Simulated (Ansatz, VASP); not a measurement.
One calculation of Sn, two programs

The input POSCAR:

```
Sn
1.0
   -1.8690452773      1.8690452773      1.8690452773
    1.8690452773     -1.8690452773      1.8690452773
    1.8690452773      1.8690452773     -1.8690452773
Sn
1
Direct
    0.0000000000      0.0000000000      0.0000000000
```

The input INCAR.step1:

```
PREC = Accurate
ENCUT = 520
EDIFF = 1E-5
ISMEAR = -1
SIGMA = 0.05
LREAL = F
LASPH = T
NELM = 60
ALGO = Normal
ISIF = 2
LWAVE = T
LCHARG = F
GGA = PE
NBANDS = 13
```

INCAR.step2

```
PREC = Accurate
ENCUT = 520
EDIFF = 1E-7
ISMEAR = -1
SIGMA = 0.05
LREAL = F
LASPH = T
NELM = 60
ALGO = Normal
ISIF = 2
LWAVE = F
LCHARG = F
GGA = PE
LHFCALC = T
AEXX = 0.25
PRECFOCK = Normal
ISTART = 1
NBANDS = 13
```

File KPOINTS:

```
Automatic mesh
0
Gamma
  6 6 6
```

Contents of input.yaml:

```yaml
crystal:
  lattice:
    - [-1.8690452773, 1.8690452773, 1.8690452773]
    - [1.8690452773, -1.8690452773, 1.8690452773]
    - [1.8690452773, 1.8690452773, -1.8690452773]
  atoms:
    - { symbol: Sn, position: [0.0, 0.0, 0.0] }
hamiltonian:
  xc: pbe0
  pseudopotentials: { kind: paw }
kpoints:
  mp_grid: { grid: [6, 6, 6] }
scf:
  occupations: { method: fermi_dirac, width: 0.05 }
output:
  forces: true
  stress: true
  eigenvalues: true
```

Alike in both runs: task single point; functional PBE0; k mesh 6 × 6 × 6; occupations fermi-dirac, width 0.05 eV; no spin polarisation.

|  | VASP | Ansatz |
| --- | --- | --- |
| version | VASP 6.6.1 | Ansatz 0.2.0 |
| potentials or method | VASP PAW PBE potentials, release 64 (Sn_d) | Ansatz PAW |
| plane-wave cutoff (eV) | 520 | 420 |
| valence electrons in the cell | 14 | 14 |

```tsv
	VASP	Ansatz	Ansatz less VASP
gap on the k mesh at the Fermi level (eV)	none	none	-
pressure (GPa)	1.3	1.4	+0.11
```

A gap of «none» marks a metal or a gap that the smearing closes.

The k mesh is coarse, so the values compare programs but aren't converged.
